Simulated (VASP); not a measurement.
# Co (P6/mmm) in VASP: relaxation of cell and atoms with PBE

Aim: the relaxation of cell and atoms of Co with PBE.

Program: VASP 6.6.1. These are calculated values, not measurements. Logs are shortened: lines on timing, memory, paths and dates and some standing lists are left out, and cuts for length are marked.

### Step 1. The cell of the first run

Symmetry: P6/mmm, No. 191, hexagonal system. Conventional cell: a = 3.680 Å, b = 3.680 Å, c = 2.282 Å, α = 90.00°, β = 90.00°, γ = 120.00°. Within 3.0 Å of Co (site symmetry 6/mmm) lie 14 Co at 2.28 to 2.41 Å. Within 2.8 Å of Co (site symmetry -6m2) lie 11 Co at 2.12 to 2.41 Å.

This isn't the form of Co at room conditions, which is hcp.

### Step 2. Relaxation of cell and atoms, PBE, collinear spin, ferromagnetic start, target pressure 67 GPa, at which the enthalpy is minimised

INCAR

```
SYSTEM = Co
ALGO = Normal
EDIFF = 1E-7
EDIFFG = -0.005
ENCUT = 600
GGA = PE
IBRION = 2
ISIF = 3
ISMEAR = -1
ISPIN = 2
LASPH = .True.
LCHARG = .False.
LMAXMIX = 4
LORBIT = 11
LREAL = .False.
LWAVE = .False.
MAGMOM = 1.7 1.7 1.7
NELM = 150
NSW = 60
PREC = Accurate
PSTRESS = 670.0
SIGMA = 0.05
```

KPOINTS

```
k-points
0
Gamma
  10 10 14
  0 0 0
```

POSCAR

```
Co
1.0
    3.6802273340      0.0000000000      0.0000000000
   -1.8401136670      3.1871703629      0.0000000000
    0.0000000000      0.0000000000      2.2817409471
Co
3
Direct
    0.0000000000      0.0000000000      0.0000000000
    0.3333333333      0.6666666667      0.5000000000
    0.6666666667      0.3333333333      0.5000000000
```

Potentials or basis: VASP PAW PBE potentials, release 64 (Co).

Started as:

```bash
cat potpaw_PBE.64/Co/POTCAR > POTCAR
mpirun -np 1 vasp_std > vasp.out
```

OUTCAR:

```text
SYSTEM = Co
   EDIFF = 1E-7
   EDIFFG = -0.005
   ENCUT = 600
   GGA = PE
   IBRION = 2
   ISIF = 3
   ISMEAR = -1
   ISPIN = 2
   LASPH = .True.
   LORBIT = 11
   LREAL = .False.
   NELM = 150
   NSW = 60
   PREC = Accurate
   PSTRESS = 670.0

 ion  position               nearest neighbor table
   1  0.000  0.000  0.000-   2 2.41   3 2.41   2 2.41   3 2.41   2 2.41   2 2.41   3 2.41   3 2.41
                             3 2.41   3 2.41   2 2.41   2 2.41
   2  0.333  0.667  0.500-   3 2.12   3 2.12   3 2.12   1 2.41   1 2.41   1 2.41   1 2.41   1 2.41
                             1 2.41   3 3.12   3 3.12   3 3.12   3 3.12   3 3.12   3 3.12
   3  0.667  0.333  0.500-   2 2.12   2 2.12   2 2.12   1 2.41   1 2.41   1 2.41   1 2.41   1 2.41
                             1 2.41   2 3.12   2 3.12   2 3.12   2 3.12   2 3.12   2 3.12

  LATTYP: Found a hexagonal cell.
 ALAT       =     3.6802273340
 C/A-ratio  =     0.6200000000

  Lattice vectors:

 A1 = (   3.6802273340,   0.0000000000,   0.0000000000)
 A2 = (  -1.8401136670,   3.1871703629,   0.0000000000)
 A3 = (   0.0000000000,   0.0000000000,   2.2817409471)

Analysis of symmetry for initial positions (statically):
=====================================================================
 Subroutine PRICEL returns:
 Original cell was already a primitive cell.

 Routine SETGRP: Setting up the symmetry group for a
 hexagonal supercell.

 Subroutine GETGRP returns: Found 24 space group operations
 (whereof 24 operations were pure point group operations)
 out of a pool of 24 trial point group operations.

The static configuration has the point symmetry D_6h.

Analysis of symmetry for dynamics (positions and initial velocities):
=====================================================================
 Subroutine PRICEL returns:
 Original cell was already a primitive cell.

 Routine SETGRP: Setting up the symmetry group for a
 hexagonal supercell.

 Subroutine GETGRP returns: Found 24 space group operations
 (whereof 24 operations were pure point group operations)
 out of a pool of 24 trial point group operations.

The dynamic configuration has the point symmetry D_6h.

Analysis of structural, dynamic, and magnetic symmetry:
=====================================================================
 Subroutine PRICEL returns:
 Original cell was already a primitive cell.

 Routine SETGRP: Setting up the symmetry group for a
 hexagonal supercell.

 Subroutine GETGRP returns: Found 24 space group operations
 (whereof 24 operations were pure point group operations)
 out of a pool of 24 trial point group operations.

The overall configuration has the point symmetry D_6h.

 Subroutine INISYM returns: Found 24 space group operations
 (whereof 24 operations are pure point group operations),
 and found     1 'primitive' translations

----------------------------------------------------------------------------------------

                                     Primitive cell

  volume of cell :      26.7637

  direct lattice vectors                    reciprocal lattice vectors
     3.680227334  0.000000000  0.000000000     0.271722345  0.156878969  0.000000000
    -1.840113667  3.187170363  0.000000000     0.000000000  0.313757938  0.000000000
     0.000000000  0.000000000  2.281740947     0.000000000  0.000000000  0.438261846

  length of vectors
     3.680227334  3.680227334  2.281740947     0.313757938  0.313757938  0.438261846

  position of ions in fractional coordinates (direct lattice)
     0.000000000  0.000000000  0.000000000
     0.333333333  0.666666667  0.500000000
     0.666666667  0.333333333  0.500000000

  ion indices of the primitive-cell ions
   primitive index   ion index
                 1           1
                 2           2
                 3           3

----------------------------------------------------------------------------------------

 KPOINTS: k-points

Automatic generation of k-mesh.
 Grid dimensions read from file:
 generate k-points for:   10   10   14

 Generating k-lattice:

  Cartesian coordinates                     Fractional coordinates (reciprocal lattice)
     0.027172234  0.015687897  0.000000000     0.100000000  0.000000000  0.000000000
     0.000000000  0.031375794  0.000000000     0.000000000  0.100000000  0.000000000
     0.000000000  0.000000000  0.031304418     0.000000000  0.000000000  0.071428571

  Length of vectors
     0.031375794  0.031375794  0.031304418

  Shift w.r.t. Gamma in fractional coordinates (k-lattice)
     0.000000000  0.000000000  0.000000000

 Subroutine IBZKPT returns following result:
 ===========================================

 Found    112 irreducible k-points:

 Following reciprocal coordinates:
            Coordinates               Weight
  0.000000  0.000000  0.000000      1.000000
  0.100000  0.000000  0.000000      6.000000
  0.200000  0.000000  0.000000      6.000000
  0.300000  0.000000  0.000000      6.000000
  0.400000  0.000000  0.000000      6.000000
  0.500000 -0.000000  0.000000      3.000000
[... 16 lines left out ...]
  0.300000  0.100000  0.071429     24.000000
  0.400000  0.100000  0.071429     24.000000
 [... further k-points ...]
   k-points           NKPTS =    112   k-points in BZ     NKDIM =    112   number of bands    NBANDS=     20
   number of dos      NEDOS =    301   number of ions     NIONS =      3
   total plane-waves  NPLWV =  16200
   dimension x,y,z NGX =    30 NGY =   30 NGZ =   18
   dimension x,y,z NGXF=    60 NGYF=   60 NGZF=   36
   ions per type =               3
   NGX,Y,Z   is equivalent  to a cutoff of  13.55, 13.55, 13.11 a.u.
   NGXF,Y,Z  is equivalent  to a cutoff of  27.10, 27.10, 26.23 a.u.
 SYSTEM =  Co
   PREC   = accura    normal or accurate (medium, high low for compatibility)
   ISTART =      0    job   : 0-new  1-cont  2-samecut
   ICHARG =      2    charge: 1-file 2-atom 10-const
   ISPIN  =      2    spin polarized calculation?
   LNONCOLLINEAR =      F non collinear calculations
   LSORBIT =      F    spin-orbit coupling
   LASPH  =      T    aspherical Exc in radial PAW
   ENCUT  =  600.0 eV  44.10 Ry    6.64 a.u.   7.35  7.35  4.56*2*pi/ulx,y,z
   NELM   =    150;   NELMIN=  2; NELMDL= -5     # of ELM steps
   EDIFF  = 0.1E-06   stopping-criterion for ELM
   LREAL  =      F    real-space projection
   EDIFFG = -.5E-02   stopping-criterion for IOM
   NSW    =     60    number of steps for IOM
   IBRION =      2    ionic relax: 0-MD 1-quasi-New 2-CG
   NFREE  =      1    steps in history (QN), initial steepest desc. (CG)
   ISIF   =      3    stress and relaxation
   ISYM   =      2    0-nonsym 1-usesym 2-fastsym
   POTIM  = 0.5000    time-step for ionic-motion
   TEBEG  =    0.0;   TEEND  =   0.0 temperature during run
   PSTRESS=  670.0 pullay stress
   NELECT =      27.0000    total number of electrons
   NUPDOWN=      -1.0000    fix difference up-down
   EMIN   =  10.00;   EMAX   =-10.00  energy-range for DOS
   EFERMI =   0.00;   METHOD = LEGACY
   ISMEAR =    -1;   SIGMA  =   0.05  broadening in eV -4-tet -1-fermi 0-gaus
   EFERMI_NEDOS =   21; number of points for ismear=-14 and -15
   IALGO  =     38    algorithm
   IMIX   =      4    mixing-type and parameters
     AMIX     =   0.40;   BMIX     =  1.00
     AMIX_MAG =   1.60;   BMIX_MAG =  1.00
  volume/ion in A,a.u.               =       8.92        60.20
  Fermi-wavevector in a.u.,A,eV,Ry     =   1.641902  3.102746 36.679176  2.695843
  Thomas-Fermi vector in A             =   2.732295
   LORBIT       =     11    0 simple, 1 ext, 2 COOP (PROOUT), +10 PAW based schemes
   GGA     = PE    functional components
   LHFCALC =     F    Hartree Fock is set to
   AEXX    =    0.0000 exact exchange contribution
   IVDW    =     0    specifies the selected vdW correction
   LEPSILON=     F    determine dielectric tensor
   LRPA    =     F    only Hartree local field effects (RPA)
 conjugate gradient relaxation of ions
 spin polarized calculation
  energy-cutoff  :      600.00
  volume of cell :       26.76
 maximum number of plane-waves:       921
 NGX is ok and might be reduce to    30
   NGX = 15   NGY = 15   NGZ =  9

--------------------------------------- Ionic step        1  -------------------------------------------

 number of electron      26.9999985 magnetization       4.2737257

 Free energy of the ion-electron system (eV)
  ---------------------------------------------------
  ext. energy  EPLUGINS =         0.00000000
  ---------------------------------------------------
  free energy    TOTEN  =       -19.73705132 eV

  energy without entropy =      -19.71732402  energy(sigma->0) =      -19.72718767

------------------------ aborting loop because EDIFF is reached ----------------------------------------

  FORCE on cell =-STRESS in cart. coord.  units (eV):
  Direction    XX          YY          ZZ          XY          YZ          ZX
  --------------------------------------------------------------------------------------
  -------------------------------------------------------------------------------------
  Total       12.2758510     12.2758510     10.4916987      0.0000000      0.0000000      0.0000000
  in kB      734.8791557    734.8791557    628.0730130      0.0000000      0.0000000      0.0000000
  external PRESSURE =      29.2771081 kB  Pullay stress =     670.0000000 kB

 VOLUME and BASIS-vectors are now :
 -----------------------------------------------------------------------------
  energy-cutoff  :      600.00
  volume of cell :       26.76
      direct lattice vectors                 reciprocal lattice vectors
     3.680227334  0.000000000  0.000000000     0.271722345  0.156878969  0.000000000
    -1.840113667  3.187170363  0.000000000     0.000000000  0.313757938  0.000000000
     0.000000000  0.000000000  2.281740947     0.000000000  0.000000000  0.438261846
[... 126 lines left out ...]
  FREE ENERGIE OF THE ION-ELECTRON SYSTEM (eV)
  ---------------------------------------------------
  free  energy   TOTEN  =       -19.7228836175 eV

  energy  without entropy=      -19.7021768333  energy(sigma->0) =      -19.71253023

  enthalpy is  TOTEN    =        -8.5526427120 eV   P V=       11.1702409055

--------------------------------------- Ionic step        5  -------------------------------------------

 number of electron      26.9999983 magnetization       4.2667062

 Free energy of the ion-electron system (eV)
  ---------------------------------------------------
  ext. energy  EPLUGINS =         0.00000000
  ---------------------------------------------------
  free energy    TOTEN  =       -19.80538997 eV

  energy without entropy =      -19.78495434  energy(sigma->0) =      -19.79517216

 E-fermi :  13.4180     XC(G=0): -14.5577

 val. band max:       13.4166719159   @ k =   0.3000   0.0000   0.4286
 cond. band min:      13.4186933379   @ k =   0.1000   0.0000   0.0714
 fundamental gap:      0.0020214220
 Fermi energy:        13.4179968595

 spin component 1

 k-point     1 :       0.0000    0.0000    0.0000
  band No.  band energies     occupation
      1       3.1783      1.00000
      2       7.6515      1.00000
      3       9.3037      1.00000
      4       9.3037      1.00000
      5       9.3517      1.00000
      6       9.3517      1.00000
[... 12 lines left out ...]
     19      21.0319      0.00000
     20      21.0319      0.00000
[... 508 lines left out ...]
  band No.  band energies     occupation
      1       6.2029      1.00000
      2       7.0457      1.00000
      3       7.3443      1.00000
      4       9.0429      1.00000
      5       9.1393      1.00000
      6       9.4024      1.00000
[... 12 lines left out ...]
     19      22.7421      0.00000
     20      29.2586      0.00000

 [... further k-points ...]

 spin component 2

 k-point     1 :       0.0000    0.0000    0.0000
  band No.  band energies     occupation
      1       3.2401      1.00000
      2       8.5764      1.00000
      3      10.2974      1.00000
      4      10.2974      1.00000
      5      10.2977      1.00000
      6      10.2977      1.00000
[... 12 lines left out ...]
     19      21.7361      0.00000
     20      21.7361      0.00000
[... 551 lines left out ...]
 POSITION                                       TOTAL-FORCE (eV/Angst)
 -----------------------------------------------------------------------------------
      0.00000     -0.00000      0.00000        -0.000000     -0.000000      0.000000
     -0.00000      2.14047      1.12995        -0.000000     -0.000000     -0.000000
      1.85370      1.07023      1.12995         0.000000      0.000000      0.000000
 -----------------------------------------------------------------------------------
    total drift:                               -0.000000      0.000000      0.000000

  FREE ENERGIE OF THE ION-ELECTRON SYSTEM (eV)
  ---------------------------------------------------
  free  energy   TOTEN  =       -19.8053899704 eV

  energy  without entropy=      -19.7849543407  energy(sigma->0) =      -19.79517216

  enthalpy is  TOTEN    =        -8.5561491483 eV   P V=       11.2492408222

 reached required accuracy - stopping structural energy minimisation

 total charge

# of ion       s       p       d       tot
------------------------------------------
    1        0.560   0.694   7.415   8.670
    2        0.596   0.722   7.460   8.778
    3        0.596   0.722   7.460   8.778
--------------------------------------------------
tot          1.751   2.139  22.335  26.225

 magnetization (x)

# of ion       s       p       d       tot
------------------------------------------
    1       -0.008  -0.051   1.501   1.441
    2       -0.010  -0.042   1.440   1.388
    3       -0.010  -0.042   1.440   1.388
--------------------------------------------------
tot         -0.028  -0.136   4.381   4.217
```

Wall time 4.4 min (1 thread of Intel Xeon 6975P-C (Granite Rapids), shared host); peak memory 0.24 GiB.

What came out:

| Quantity | Value |
| --- | --- |
| Free energy | -19.8054 eV |
| Relaxed volume | 8.97 Å³/atom |
| Relaxed cell | a = 3.707 Å, b = 3.707 Å, c = 2.260 Å, α = 90.00°, β = 90.00°, γ = 120.00° |
| Space group after relaxing (to 0.1 Å) | P6/mmm (No. 191) |
| Energy change on relaxing (the run minimises the enthalpy) | -22.8 meV/atom |
| Ionic steps | 5 |
| Pressure after relaxing | 67.0 GPa |
| Net moment | 4.27 μB per cell |
| Site moments | Co +1.44, +1.39 (each value once) μB |
| Valence electrons inside the program's atomic spheres | Co 8.67, 8.78 (each value once) |

The path:
```csv
step,energy change (eV),largest force (eV/Å),pressure (GPa),volume (Å³)
1,0.0000,0.0000,69.93,26.76
2,-0.2556,0.0000,58.42,27.39
3,-0.1217,0.0000,64.76,27.03
4,0.0142,0.0000,70.26,26.71
5,-0.0683,0.0000,66.97,26.90
```

Final structure:
```yaml
crystal:
  lattice:
    - [3.70739, 0.00000, 0.00000]
    - [-1.85370, 3.21070, 0.00000]
    - [0.00000, 0.00000, 2.25991]
  atoms:
    - { symbol: Co, position: [0.00000, 0.00000, 0.00000] }
    - { symbol: Co, position: [0.33333, 0.66667, 0.50000] }
    - { symbol: Co, position: [0.66667, 0.33333, 0.50000] }
```

Caveat: the cell is relaxed towards a set pressure, so the run minimises the enthalpy, not the energy.
